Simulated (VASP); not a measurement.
# MgO (P4/mmm) in VASP: further runs

MgO is run at these levels: PBE; tasks: relaxation of cell and atoms.

Everything below comes from runs of VASP 6.6.1. Logs are shortened: lines on timing, memory, paths and dates and some standing lists are left out, and cuts for length are marked.

### Step 1. The cell of the first run

It takes space group P4/mmm (No. 123, tetragonal). Conventional cell: a = 2.829 Å, b = 2.829 Å, c = 4.446 Å, α = 90.00°, β = 90.00°, γ = 90.00°. Mg (site symmetry 4/mmm) has 4 O at 2.00 Å within 2.7 Å. Within 2.7 Å of O (site symmetry 4/mmm) lie 4 Mg at 2.00 Å.

### Step 2. Relaxation of cell and atoms, PBE

Input file INCAR:

```
PREC = Accurate
ENCUT = 600
EDIFF = 1E-6
ISMEAR = 0
SIGMA = 0.02
LREAL = F
LASPH = T
NELM = 80
ALGO = Normal
ISIF = 3
LWAVE = F
LCHARG = F
GGA = PE
IBRION = 2
NSW = 100
EDIFFG = -0.01
```

Input file KPOINTS:

```
Automatic mesh
0
Gamma
  10 10 6
```

Input file POSCAR:

```
MgO
1.0
    2.8290008836      0.0000000000      0.0000000000
    0.0000000000      2.8290008836      0.0000000000
    0.0000000000      0.0000000000      4.4457986153
Mg O
1 1
Direct
    0.5000000000      0.5000000000      0.0000000000
    0.0000000000      0.0000000000      0.0000000000
```

Potentials or basis: VASP PAW PBE potentials, release 64 (Mg, O).

The run is started by

```bash
$ cat potpaw_PBE.64/Mg/POTCAR potpaw_PBE.64/O/POTCAR > POTCAR
$ mpirun -np 1 vasp_std > vasp.out
```

OUTCAR:

```text
PREC = Accurate
   ENCUT = 600
   EDIFF = 1E-6
   ISMEAR = 0
   LREAL = F
   LASPH = T
   NELM = 80
   ISIF = 3
   GGA = PE
   IBRION = 2
   NSW = 100
   EDIFFG = -0.01

 ion  position               nearest neighbor table
   1  0.500  0.500  0.000-   2 2.00   2 2.00   2 2.00   2 2.00
   2  0.000  0.000  0.000-   1 2.00   1 2.00   1 2.00   1 2.00

  LATTYP: Found a simple tetragonal cell.
 ALAT       =     2.8290008836
 C/A-ratio  =     1.5715083870

  Lattice vectors:

 A1 = (   2.8290008836,   0.0000000000,   0.0000000000)
 A2 = (   0.0000000000,   2.8290008836,   0.0000000000)
 A3 = (   0.0000000000,   0.0000000000,   4.4457986153)

Analysis of symmetry for initial positions (statically):
=====================================================================
 Subroutine PRICEL returns:
 Original cell was already a primitive cell.

 Routine SETGRP: Setting up the symmetry group for a
 simple tetragonal supercell.

 Subroutine GETGRP returns: Found 16 space group operations
 (whereof 16 operations were pure point group operations)
 out of a pool of 16 trial point group operations.

The static configuration has the point symmetry D_4h.

Analysis of symmetry for dynamics (positions and initial velocities):
=====================================================================
 Subroutine PRICEL returns:
 Original cell was already a primitive cell.

 Routine SETGRP: Setting up the symmetry group for a
 simple tetragonal supercell.

 Subroutine GETGRP returns: Found 16 space group operations
 (whereof 16 operations were pure point group operations)
 out of a pool of 16 trial point group operations.

The dynamic configuration has the point symmetry D_4h.

 Subroutine INISYM returns: Found 16 space group operations
 (whereof 16 operations are pure point group operations),
 and found     1 'primitive' translations

----------------------------------------------------------------------------------------

                                     Primitive cell

  volume of cell :      35.5808

  direct lattice vectors                    reciprocal lattice vectors
     2.829000884  0.000000000  0.000000000     0.353481685  0.000000000  0.000000000
     0.000000000  2.829000884  0.000000000     0.000000000  0.353481685  0.000000000
     0.000000000  0.000000000  4.445798615     0.000000000  0.000000000  0.224931466

  length of vectors
     2.829000884  2.829000884  4.445798615     0.353481685  0.353481685  0.224931466

[... 110 lines left out ...]
   LRPA    =     F    only Hartree local field effects (RPA)
 conjugate gradient relaxation of ions
 non-spin polarized calculation
 Gauss-broadening in eV      SIGMA  =   0.02
  energy-cutoff  :      600.00
  volume of cell :       35.58
 maximum number of plane-waves:      1208
 NGX is ok and might be reduce to    24
   NGX = 11   NGY = 11   NGZ = 17

--------------------------------------- Ionic step        1  -------------------------------------------

 number of electron       8.0000002 magnetization

 Free energy of the ion-electron system (eV)
  ---------------------------------------------------
  ext. energy  EPLUGINS =         0.00000000
  ---------------------------------------------------
  free energy    TOTEN  =       -11.09935159 eV

  energy without entropy =      -11.09935159  energy(sigma->0) =      -11.09935159

------------------------ aborting loop because EDIFF is reached ----------------------------------------

  FORCE on cell =-STRESS in cart. coord.  units (eV):
  Direction    XX          YY          ZZ          XY          YZ          ZX
  --------------------------------------------------------------------------------------
  -------------------------------------------------------------------------------------
  Total       -0.1239920     -0.1239920      0.0318654      0.0000000     -0.0000000      0.0000000
  in kB       -5.5832636     -5.5832636      1.4348758      0.0000000     -0.0000000      0.0000000
  external PRESSURE =      -3.2438838 kB  Pullay stress =       0.0000000 kB
[... 89 lines left out ...]
  FREE ENERGIE OF THE ION-ELECTRON SYSTEM (eV)
  ---------------------------------------------------
  free  energy   TOTEN  =       -11.0995572799 eV

  energy  without entropy=      -11.0995572799  energy(sigma->0) =      -11.09955728

[... ionic steps 4 to 8 ...]

--------------------------------------- Ionic step        9  -------------------------------------------

 number of electron       8.0000003 magnetization

------------------------ aborting loop because EDIFF is reached ----------------------------------------
[... 67 lines left out ...]
--------------------------------------- Ionic step       11  -------------------------------------------

 number of electron       8.0000003 magnetization

 Free energy of the ion-electron system (eV)
  ---------------------------------------------------
  ext. energy  EPLUGINS =         0.00000000
  ---------------------------------------------------
  free energy    TOTEN  =       -11.10069553 eV

  energy without entropy =      -11.10069553  energy(sigma->0) =      -11.10069553

 E-fermi :  -0.7367     XC(G=0):  -7.1353

 val. band max:       -0.8568555548   @ k =   0.5000   0.5000   0.0000
 cond. band min:       1.3325149618   @ k =   0.0000   0.0000   0.0000
 fundamental gap:      2.1893705166
 Fermi energy:        -0.7366954629

 k-point     1 :       0.0000    0.0000    0.0000
  band No.  band energies     occupation
      1     -17.1796      2.00000
      2      -2.5705      2.00000
      3      -1.1134      2.00000
      4      -1.1134      2.00000
      5       1.3325      0.00000
      6       8.1404      0.00000
      7       9.3927      0.00000
      8      11.3944      0.00000
[... 243 lines left out ...]
 k-point    24 :       0.2000    0.0000    0.1667
  band No.  band energies     occupation
      1     -16.9442      2.00000
      2      -2.6148      2.00000
      3      -2.3760      2.00000
      4      -1.1092      2.00000
      5       2.7059      0.00000
      6       7.3315      0.00000
      7      11.0574      0.00000
      8      11.6094      0.00000

 [... further k-points ...]

------------------------ aborting loop because EDIFF is reached ----------------------------------------

  FORCE on cell =-STRESS in cart. coord.  units (eV):
  Direction    XX          YY          ZZ          XY          YZ          ZX
  --------------------------------------------------------------------------------------
  -------------------------------------------------------------------------------------
  Total       -0.0022144     -0.0022144      0.0026446      0.0000000      0.0000000      0.0000000
  in kB       -0.0932037     -0.0932037      0.1113098      0.0000000      0.0000000      0.0000000
  external PRESSURE =      -0.0250326 kB  Pullay stress =       0.0000000 kB
[... 17 lines left out ...]
  FREE ENERGIE OF THE ION-ELECTRON SYSTEM (eV)
  ---------------------------------------------------
  free  energy   TOTEN  =       -11.1006955341 eV

  energy  without entropy=      -11.1006955341  energy(sigma->0) =      -11.10069553

 reached required accuracy - stopping structural energy minimisation
```

OSZICAR:

```text
N       E                     dE             d eps       ncg     rms          rms(c)
DAV:   1     0.258799812647E+02    0.25880E+02   -0.37552E+03  1344   0.916E+02
DAV:   2    -0.126502182174E+02   -0.38530E+02   -0.36542E+02  1856   0.137E+02
DAV:   3    -0.140797094894E+02   -0.14295E+01   -0.14295E+01  1608   0.328E+01
DAV:   4    -0.140834262695E+02   -0.37168E-02   -0.37168E-02  1864   0.183E+00
[... 82 lines left out ...]
DAV:   1    -0.111010290371E+02   -0.34805E-03   -0.70554E-03  1408   0.795E-01    0.133E-01
DAV:   2    -0.111007115273E+02    0.31751E-03   -0.29339E-03  1360   0.363E-01    0.231E-02
DAV:   3    -0.111006989397E+02    0.12588E-04   -0.73645E-05  1368   0.711E-02    0.104E-02
DAV:   4    -0.111006955025E+02    0.34372E-05   -0.45648E-06  1592   0.211E-02    0.180E-03
DAV:   5    -0.111006955341E+02   -0.31546E-07   -0.53861E-07   688   0.490E-03
  11 F= -.11100696E+02 E0= -.11100696E+02  d E =-.333213E-04
```

CONTCAR:

```text
MgO
   1.00000000000000
     2.8254917025311594    0.0000000000000000   -0.0000000000000000
     0.0000000000000000    2.8254917025311594    0.0000000000000000
    -0.0000000000000000    0.0000000000000001    4.7680691828285449
  Mg              O
     1     1
Direct
     0.5000000000000000    0.5000000000000000    0.0000000000000000
     0.0000000000000000    0.0000000000000000    0.0000000000000000

  0.00000000E+00  0.00000000E+00  0.00000000E+00
  0.00000000E+00  0.00000000E+00  0.00000000E+00
```

Wall time 97 s (1 thread of Intel Xeon Platinum 8488C (Sapphire Rapids), shared host); peak memory 0.19 GiB.

What came out:

```
Free energy                            : -11.1007 eV
Relaxed volume                         : 19.03 Å³/atom
Relaxed cell                           : a = 2.825 Å, b = 2.825 Å, c = 4.768 Å, α = 90.00°, β = 90.00°, γ = 90.00°
Space group after relaxing (to 0.05 Å) : P4/mmm (No. 123)
Energy gained by relaxing              : 0.7 meV/atom
Ionic steps                            : 11
Pressure after relaxing                : 0.0 GPa
Band gap on the k mesh                 : 2.19 eV, indirect (least direct gap 2.45 eV)
```

Step by step:
| step | energy change (eV) | largest force (eV/Å) | pressure (GPa) | volume (Å³) |
| --- | --- | --- | --- | --- |
| 1 | 0.0000 | 0.0000 | -0.32 | 35.58 |
| 2 | -0.0001 | 0.0000 | 0.41 | 35.40 |
| 3 | -0.0002 | 0.0000 | 0.06 | 35.48 |
| 4 | -0.0002 | 0.0000 | 0.07 | 35.51 |
| 5 | -0.0003 | 0.0000 | 0.06 | 35.59 |
| 6 | -0.0004 | 0.0000 | 0.06 | 35.74 |
| 7 | -0.0007 | 0.0000 | 0.08 | 36.06 |
| 8 | -0.0010 | 0.0000 | 0.10 | 36.69 |
| 9 | -0.0013 | 0.0000 | 0.14 | 37.95 |
| 10 | -0.0013 | 0.0000 | -0.11 | 38.14 |
| 11 | -0.0013 | 0.0000 | 0.00 | 38.07 |

Final structure:
```
CELL_PARAMETERS angstrom
2.82549 0.00000 0.00000
0.00000 2.82549 0.00000
0.00000 0.00000 4.76807
ATOMIC_POSITIONS crystal
Mg 0.50000 0.50000 0.00000
O 0.00000 0.00000 0.00000
```

### Step 3. Relaxation of cell and atoms, PBE

This run uses another cell than the first one, of 20.34 Å³/atom, 1.143 times its volume.

Input file INCAR:

```
PREC = Accurate ; ENCUT = 600
EDIFF = 1E-6 ; ISMEAR = 0
SIGMA = 0.02 ; LREAL = False
LASPH = True ; NELM = 80
ALGO = Normal ; ISIF = 3
LWAVE = False ; LCHARG = False
GGA = PE ; IBRION = 2
NSW = 100 ; EDIFFG = -0.01
```

KPOINTS is that of step 2.

Input file POSCAR:

```
MgO
1.0
    2.8290154554      0.0000000000      0.0000000000
    0.0000000000      2.8290154554      0.0000000000
    0.0000000000      0.0000000000      5.0817913739
Mg O
1 1
Direct
    0.5000000000      0.5000000000      0.0000000000
    0.0000000000      0.0000000000      0.0000000000
```

Potentials or basis: VASP PAW PBE potentials, release 64 (Mg, O).

The run is started by

```bash
$ cat potpaw_PBE.64/Mg/POTCAR potpaw_PBE.64/O/POTCAR > POTCAR
$ mpirun -np 1 vasp_std > vasp.out
```

Wall time 1.8 min (1 thread of Intel Xeon Platinum 8488C (Sapphire Rapids), shared host); peak memory 0.2 GiB.

The run converged. Its results:

```
Free energy                            : -11.1064 eV
Relaxed volume                         : 18.49 Å³/atom
Relaxed cell                           : a = 2.825 Å, b = 2.825 Å, c = 4.635 Å, α = 90.00°, β = 90.00°, γ = 90.00°
Space group after relaxing (to 0.05 Å) : P4/mmm (No. 123)
Energy gained by relaxing              : 1.0 meV/atom
Ionic steps                            : 13
Pressure after relaxing                : 0.0 GPa
Band gap on the k mesh                 : 2.15 eV, indirect (least direct gap 2.42 eV)
```

The path:
```
step  energy change (eV)  largest force (eV/Å)  pressure (GPa)  volume (Å³)
   1              0.0000                0.0000           -0.32        40.67
   2             -0.0001                0.0000            0.20        40.43
   3             -0.0001                0.0000           -0.03        40.54
   4             -0.0002                0.0000           -0.03        40.51
   5             -0.0003                0.0000           -0.03        40.41
   6             -0.0004                0.0000           -0.04        40.23
   7             -0.0007                0.0000           -0.10        39.85
   8             -0.0013                0.0000           -0.19        39.11
   9             -0.0018                0.0000           -0.36        37.61
  10             -0.0018                0.0000           -0.33        37.58
  11             -0.0019                0.0000           -0.27        37.49
  12             -0.0020                0.0000           -0.17        37.32
  13             -0.0020                0.0000            0.00        36.98
```

Final structure:
```
CELL_PARAMETERS angstrom
2.82471 0.00000 0.00000
0.00000 2.82471 0.00000
0.00000 0.00000 4.63511
ATOMIC_POSITIONS crystal
Mg 0.50000 0.50000 0.00000
O 0.00000 0.00000 0.00000
```

Levels at points of the mesh, in eV from the valence-band top:
| k point | band 2 | band 3 | band 4 | band 5 | band 6 | band 7 |
| --- | --- | --- | --- | --- | --- | --- |
| (0.00, 0.00, 0.00) | -1.68 | -0.27 | -0.27 | 2.15 | 9.29 | 10.52 |
| (0.50, 0.00, 0.00) | -3.81 | -0.76 | -0.26 | 6.88 | 7.32 | 8.46 |
| (0.50, 0.50, 0.00) | -2.79 | -2.79 | 0.00 | 8.07 | 11.90 | 12.16 |
| (0.00, 0.00, 0.50) | -2.26 | -0.26 | -0.26 | 4.94 | 5.18 | 12.39 |
| (0.50, 0.00, 0.50) | -3.75 | -0.98 | -0.25 | 5.62 | 9.25 | 9.99 |
| (0.50, 0.50, 0.50) | -2.77 | -2.77 | -0.10 | 9.40 | 9.94 | 9.94 |

A k mesh can miss the band edges. PBE gaps usually lie below the measured ones, often by a third to a half.
